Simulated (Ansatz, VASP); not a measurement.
TlPt: VASP beside Ansatz

```xyz
6
Lattice="6.3000 0.0000 0.0000 -3.1500 5.4559 0.0000 0.0000 0.0000 4.0962" Properties=species:S:1:pos:R:3 pbc="T T T"
Tl   -1.5750    2.7280    0.0000
Tl    3.1500    0.0000    0.0000
Tl    1.5750    2.7280    0.0000
Pt    0.0000    0.0000    0.0000
Pt    3.1500    1.8186    2.0481
Pt    0.0000    3.6373    2.0481
```

Alike in both runs: functional PBE; dispersion D3(BJ); k mesh 6 × 6 × 10; occupations gaussian, width 0.1 eV; no spin polarisation.

Ansatz relaxed the structure, and its values are those at the end. VASP's run is a single point on that final structure, the one shown.

|  | VASP | Ansatz |
| --- | --- | --- |
| version | VASP 6.6.1 | Ansatz 0.2.0 |
| potentials or method | VASP PAW PBE potentials, release 64 (Tl_d, Pt), cutoff 520 eV | scalar-relativistic, plane waves, PAW |
| valence electrons in the cell | 69 | 93 |

|  | VASP | Ansatz | Ansatz less VASP |
| --- | --- | --- | --- |
| gap on the k mesh at the Fermi level (eV) | none | none | - |
| pressure (GPa) | 0.0 | 0.0 | +0.01 |

A gap of «none» marks a metal or a gap that the smearing closes. VASP's potentials hold 69 valence electrons a cell and Ansatz's 93, so a difference there can come from the potentials and not from the codes.

Neither program's run includes spin-orbit coupling.
